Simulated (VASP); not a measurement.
# Ir (P6_3/mmc) in VASP: notebook, part 2 of 2

VASP 6.6.1. The steps go on from the part before.

## (3) Single point, PBE+D4

This run uses another cell than the first one, of 14.20 Å³/atom.

File INCAR:

```
SYSTEM = Ir
PREC = Accurate ; ENCUT = 520
EDIFF = 1E-6 ; ISMEAR = -1
SIGMA = 0.05 ; LREAL = .FALSE.
LASPH = .TRUE. ; NELM = 80
ALGO = Normal ; ISIF = 2
LWAVE = .FALSE. ; LCHARG = .FALSE.
GGA = PE ; IVDW = 13
NBANDS = 16
```

File KPOINTS:

```
regular mesh
0
G
  11 11 6
  0 0 0
```

File POSCAR:

```
Ir
1.0
    2.7248459801      0.0000000000      0.0000000000
   -1.3624229901      2.3597858402      0.0000000000
    0.0000000000      0.0000000000      4.4170302645
Ir
2
Direct
    0.3333333333      0.6666666667      0.2500000000
    0.6666666667      0.3333333333      0.7500000000
```

Potentials or basis: VASP PAW PBE potentials, release 64 (Ir).

The run is started by

```console
$ cat potpaw_PBE.64/Ir/POTCAR > POTCAR
$ mpirun -np 1 vasp_std > vasp.out
```

OUTCAR:

```text
SYSTEM = Ir
   PREC = Accurate
   ENCUT = 520
   EDIFF = 1E-6
   ISMEAR = -1
   LREAL = .FALSE.
   LASPH = .TRUE.
   NELM = 80
   ISIF = 2
   GGA = PE
   IVDW = 13

 ion  position               nearest neighbor table
   1  0.333  0.667  0.250-   2 2.71   2 2.71   2 2.71   2 2.71   2 2.71   2 2.71
   2  0.667  0.333  0.750-   1 2.71   1 2.71   1 2.71   1 2.71   1 2.71   1 2.71

  LATTYP: Found a hexagonal cell.
 ALAT       =     2.7248459801
 C/A-ratio  =     1.6210201592

  Lattice vectors:

 A1 = (   2.7248459801,   0.0000000000,   0.0000000000)
 A2 = (  -1.3624229901,   2.3597858402,   0.0000000000)
 A3 = (   0.0000000000,   0.0000000000,   4.4170302645)

Analysis of symmetry for initial positions (statically):
=====================================================================
 Subroutine PRICEL returns:
 Original cell was already a primitive cell.

 Routine SETGRP: Setting up the symmetry group for a
 hexagonal supercell.

 Subroutine GETGRP returns: Found 24 space group operations
 (whereof 12 operations were pure point group operations)
 out of a pool of 24 trial point group operations.

The static configuration has the point symmetry D_3d.
 The point group associated with its full space group is D_6h.

Analysis of symmetry for dynamics (positions and initial velocities):
=====================================================================
 Subroutine PRICEL returns:
 Original cell was already a primitive cell.

 Routine SETGRP: Setting up the symmetry group for a
 hexagonal supercell.

 Subroutine GETGRP returns: Found 24 space group operations
 (whereof 12 operations were pure point group operations)
 out of a pool of 24 trial point group operations.

The dynamic configuration has the point symmetry D_3d.
 The point group associated with its full space group is D_6h.

 Subroutine INISYM returns: Found 24 space group operations
 (whereof 12 operations are pure point group operations),
 and found     1 'primitive' translations
[... 112 lines left out ...]
   IALGO  =     38    algorithm
   IMIX   =      4    mixing-type and parameters
     AMIX     =   0.40;   BMIX     =  1.00
     AMIX_MAG =   1.60;   BMIX_MAG =  1.00
  volume/ion in A,a.u.               =      14.20        95.83
  Fermi-wavevector in a.u.,A,eV,Ry     =   1.406212  2.657355 26.904585  1.977431
  Thomas-Fermi vector in A             =   2.528595
   LORBIT       =      0    0 simple, 1 ext, 2 COOP (PROOUT), +10 PAW based schemes
   GGA     = PE    functional components
   LHFCALC =     F    Hartree Fock is set to
   AEXX    =    0.0000 exact exchange contribution
   IVDW    =    13    specifies the selected vdW correction
   LEPSILON=     F    determine dielectric tensor
   LRPA    =     F    only Hartree local field effects (RPA)
 non-spin polarized calculation
  energy-cutoff  :      520.00
  volume of cell :       28.40
 maximum number of plane-waves:       784
   NGX = 11   NGY = 11   NGZ = 17

 number of electron      18.0000000 magnetization

 Free energy of the ion-electron system (eV)
  ---------------------------------------------------
  ext. energy  EPLUGINS =         0.00000000
  ---------------------------------------------------
  free energy    TOTEN  =       -17.51201326 eV

  energy without entropy =      -17.48737853  energy(sigma->0) =      -17.49969590

 E-fermi :  10.4454     XC(G=0): -13.9660

 val. band max:       10.4350499492   @ k =   0.3636   0.1818   0.1667
 cond. band min:      10.4493535420   @ k =   0.2727   0.0909   0.3333
 fundamental gap:      0.0143035927
 Fermi energy:        10.4454236169

 k-point     1 :       0.0000    0.0000    0.0000
  band No.  band energies     occupation
      1      -0.7383      2.00000
      2       2.3060      2.00000
      3       6.5280      2.00000
      4       6.6277      2.00000
      5       6.6277      2.00000
      6       7.2857      2.00000
[... 433 lines left out ...]
      3       5.1049      2.00000
      4       5.3371      2.00000
      5       6.3329      2.00000
      6       6.9574      2.00000
[... 8 lines left out ...]
     15      25.8318      0.00000
     16      27.0789      0.00000

 [... further k-points ...]

------------------------ aborting loop because EDIFF is reached ----------------------------------------

  DFT-D4 for vdW energy calculation

  Edisp (eV):   -1.84135

  FORCE on cell =-STRESS in cart. coord.  units (eV):
  Direction    XX          YY          ZZ          XY          YZ          ZX
  --------------------------------------------------------------------------------------
  -------------------------------------------------------------------------------------
  Total       0.10495     0.10495     0.11486    -0.00000    -0.00000     0.00000
  in kB       5.92038     5.92038     6.47941    -0.00000    -0.00000     0.00000
  external pressure =        6.11 kB  Pullay stress =        0.00 kB

 VOLUME and BASIS-vectors are now :
 -----------------------------------------------------------------------------
  energy-cutoff  :      520.00
  volume of cell :       28.40
      direct lattice vectors                 reciprocal lattice vectors
     2.724845980  0.000000000  0.000000000     0.366993220  0.211883634  0.000000000
    -1.362422990  2.359785840  0.000000000     0.000000000  0.423767269  0.000000000
     0.000000000  0.000000000  4.417030265     0.000000000  0.000000000  0.226396456

 POSITION                                       TOTAL-FORCE (eV/Angst)
 -----------------------------------------------------------------------------------
     -0.00000      1.57319      1.10426        -0.000000     -0.000000      0.000000
      1.36242      0.78660      3.31277         0.000000      0.000000      0.000000
 -----------------------------------------------------------------------------------
    total drift:                               -0.000000      0.000000     -0.000000

  FREE ENERGIE OF THE ION-ELECTRON SYSTEM (eV)
  ---------------------------------------------------
  free  energy   TOTEN  =       -19.3533612199 eV

  energy  without entropy=      -19.3287264834  energy(sigma->0) =      -19.34104385
```

OSZICAR:

```text
N       E                     dE             d eps       ncg     rms          rms(c)
DAV:   1     0.144771406722E+03    0.14477E+03   -0.85584E+03  2048   0.114E+03
DAV:   2    -0.148335761732E+02   -0.15960E+03   -0.14429E+03  2048   0.308E+02
DAV:   3    -0.185554899399E+02   -0.37219E+01   -0.36667E+01  2808   0.561E+01
DAV:   4    -0.185964979809E+02   -0.41008E-01   -0.40979E-01  2360   0.502E+00
DAV:   5    -0.185976044206E+02   -0.11064E-02   -0.11064E-02  2808   0.846E-01    0.219E+01
DAV:   6    -0.176996364902E+02    0.89797E+00   -0.10909E+00  2560   0.136E+01    0.920E+00
DAV:   7    -0.175241161930E+02    0.17552E+00   -0.37334E-01  2688   0.752E+00    0.206E+00
DAV:   8    -0.175151502341E+02    0.89660E-02   -0.62127E-03  2296   0.738E-01    0.900E-01
DAV:   9    -0.175119984801E+02    0.31518E-02   -0.39968E-03  2688   0.801E-01    0.167E-02
DAV:  10    -0.175120082708E+02   -0.97907E-05   -0.24749E-05  2904   0.416E-02    0.131E-02
DAV:  11    -0.175120131511E+02   -0.48803E-05   -0.23409E-06  2592   0.126E-02    0.153E-03
DAV:  12    -0.175120132643E+02   -0.11319E-06   -0.88447E-08  1544   0.247E-03
   1 F= -.19353361E+02 E0= -.19341044E+02  d E =-.246347E-01
```

Wall time 31 s (1 thread of AMD EPYC 7R13, shared host); peak memory 0.13 GiB.

What came out:

```yaml
Free_energy: -19.3534 eV
Pressure: 0.6 GPa
Band_gap_on_the_k_mesh: zero (bands 9 and 10 overlap by 3.23 eV)
Dispersion_energy_per_atom: -0.921 eV
```

Levels at points of the mesh, in eV from the Fermi level:
```
           k point  band 6  band 7  band 8  band 9  band 10  band 11  band 12  band 13
(0.00, 0.00, 0.00)   -3.16   -3.16   -2.37   -2.37    -0.80     0.28     0.28     7.07
(0.00, 0.00, 0.50)   -3.94   -3.94   -3.94   -0.46    -0.46    -0.46    -0.46    13.64
```

Caveat: spin-orbit coupling is left out, which moves the levels of the heavy elements.

## (4) Single point, PBE

This run uses another cell than the first one, of 14.63 Å³/atom.

File INCAR:

```
SYSTEM = Ir
ALGO     = Fast           ! electronic algorithm
EDIFF    = 1E-7           ! SCF threshold, eV
ENCUT    = 520            ! plane-wave cutoff, eV
GGA      = PE             ! functional
ISIF     = 2              ! what is computed and relaxed
ISMEAR   = 0              ! smearing method
LASPH    = .True.         ! aspherical terms in the spheres
LCHARG   = .False.        ! write CHGCAR
LREAL    = .False.        ! projectors in reciprocal space
LWAVE    = .False.        ! write WAVECAR
NBANDS   = 16             ! bands
NELM     = 80             ! most SCF steps
PREC     = Accurate       ! precision mode
SIGMA    = 0.025          ! smearing width, eV
```

File KPOINTS:

```
k-points
0
Gamma
  11 11 6
  0 0 0
```

File POSCAR:

```
Ir
1.0
    2.7513778946      0.0000000000      0.0000000000
   -1.3756889473      2.3827631521      0.0000000000
    0.0000000000      0.0000000000      4.4622900000
Ir
2
Direct
    0.3333333333      0.6666666667      0.2500000000
    0.6666666667      0.3333333333      0.7500000000
```

The run is started by

```console
$ cat potpaw_PBE.64/Ir/POTCAR > POTCAR
$ mpirun -np 1 vasp_std > vasp.out
```

It took 48 s on 1 thread of AMD EPYC 7R13, shared host; peak memory 0.12 GiB.

Results (log left out):

| Property | Result |
| --- | --- |
| Free energy | -17.5219 eV |
| Pressure | -1.0 GPa |
| Band gap on the k mesh | zero (bands 9 and 10 overlap by 3.07 eV) |

Stress tensor (GPa, compression positive):
```
-1.18  0.00  0.00
 0.00 -1.18  0.00
 0.00  0.00 -0.50
```

Levels at points of the mesh, in eV from the Fermi level:
```tsv
k point	band 6	band 7	band 8	band 9	band 10	band 11	band 12	band 13
(0.00, 0.00, 0.00)	-3.02	-3.02	-2.26	-2.26	-0.72	0.27	0.27	6.79
(0.00, 0.00, 0.50)	-3.76	-3.76	-3.76	-0.45	-0.45	-0.45	-0.45	13.59
```

Caveat: spin-orbit coupling is left out, which moves the levels of the heavy elements.

## (5) The runs side by side

```csv
level,cell,smearing,gap on the mesh (eV),pressure (GPa)
PBEsol+D3(BJ),"a = 2.700, b = 2.700, c = 4.379 Å, angles 90.0, 90.0, 120.0°, 2 atoms",fermi-dirac 0.05 eV,none,1.2
PBE+D4,"a = 2.725, b = 2.725, c = 4.417 Å, angles 90.0, 90.0, 120.0°, 2 atoms",fermi-dirac 0.05 eV,none,0.6
PBE,"a = 2.751, b = 2.751, c = 4.462 Å, angles 90.0, 90.0, 120.0°, 2 atoms",gaussian 0.025 eV,none,-1.0
```

Alike in all rows: task single point; potentials or basis VASP PAW PBE potentials, release 64 (Ir); no spin polarisation; k mesh 11 × 11 × 6; cutoff (eV) 520.

Caveats: spin-orbit coupling is left out, which moves the levels of the heavy elements; the PAW data sets were made with another functional, which shifts forces and pressure a little (at least some runs).

Absolute energies hang on the potentials; compare differences alone.
